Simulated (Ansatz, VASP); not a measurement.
**Two plane-wave programs on Al**

```xyz
1
Lattice="-1.6175 1.6175 1.6175 1.6175 -1.6175 1.6175 1.6175 1.6175 -1.6175" Properties=species:S:1:pos:R:3 pbc="T T T"
Al    0.0000    0.0000    0.0000
```

Alike in both runs: task single point; functional r2SCAN; k mesh 24 × 24 × 24; occupations gaussian, width 0.1 eV; no spin polarisation.

|  | VASP | Ansatz |
| --- | --- | --- |
| version | VASP 6.6.1 | Ansatz 0.2.0 |
| potentials or method | VASP PAW PBE potentials, release 64 (Al), cutoff 520 eV | scalar-relativistic, plane waves, PAW |
| valence electrons in the cell | 3 | 3 |

Ansatz gave:

| Property | Result |
| --- | --- |
| gap on the k mesh at the Fermi level (eV) | none |
| pressure (GPa) | -3.2 |

Problem. Estimate VASP's values.

Solution. gap on the k mesh at the Fermi level (eV): none; pressure (GPa): -3.5.

VASP's potentials were made for PBE, not for r2SCAN. A gap of «none» marks a metal or a gap that the smearing closes. The functional is the same, so the differences come from potentials, cutoffs and numerics.
